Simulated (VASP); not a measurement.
Wanted: the native input for a VASP 6.6.1 run.

* Task: single point
* Functional: PBE
* Potentials or basis: VASP PAW PBE potentials, release 64 (Li_sv, Ta_pv, O)
* Cutoff: 520 eV
* k mesh: 12 × 12 × 8
* Occupations: gaussian, width 0.1 eV
* Spin: no spin polarisation
* Dipole correction: no
* Further INCAR settings: ALGO = Normal; EDIFF = 1e-07; NBANDS = 22

The structure of Li2TaO2 lies in POSCAR:

```
Li2TaO2
1.0
    2.9096945442      0.0000000000      0.0000000000
    0.0000000000      2.9096945442      0.0000000000
    0.0000000000      0.0000000000      5.1047120771
Li Ta O
2 1 2
Direct
    0.0000000000      0.5000000000      0.5000000000
    0.5000000000      0.0000000000      0.5000000000
    0.0000000000      0.0000000000      0.0000000000
    0.5000000000      0.5000000000      0.2302169512
    0.5000000000      0.5000000000      0.7697830488
```

These files were run (other wordings do the same):

INCAR

```
SYSTEM = Li2TaO2
PREC = Accurate
ENCUT = 520
EDIFF = 1E-7
ISMEAR = 0
SIGMA = 0.1
LREAL = .False.
LASPH = .True.
NELM = 60
ALGO = Normal
ISIF = 2
LWAVE = .False.
LCHARG = .True.
GGA = PE
LELF = .True.
LVHAR = .True.
NBANDS = 22
```

KPOINTS

```
regular mesh
0
Gamma
  12 12 8
  0 0 0
```

Potentials or basis: VASP PAW PBE potentials, release 64 (Li_sv, Ta_pv, O).

Run with:

```sh
$ cat potpaw_PBE.64/Li_sv/POTCAR potpaw_PBE.64/Ta_pv/POTCAR potpaw_PBE.64/O/POTCAR > POTCAR
$ mpirun -np 1 vasp_std > vasp.out
```

Results of the run:

```json
{
 "Largest force": "0.017 eV/Å"
}
```

Caveat: an odd number of electrons without spin polarisation forces a metal; a magnetic or distorted state may lie lower.

Run time: 45 s on 1 thread of Intel(R) Xeon(R) 6975P-C (Granite Rapids), on a shared host, peak memory 0.25 GiB.
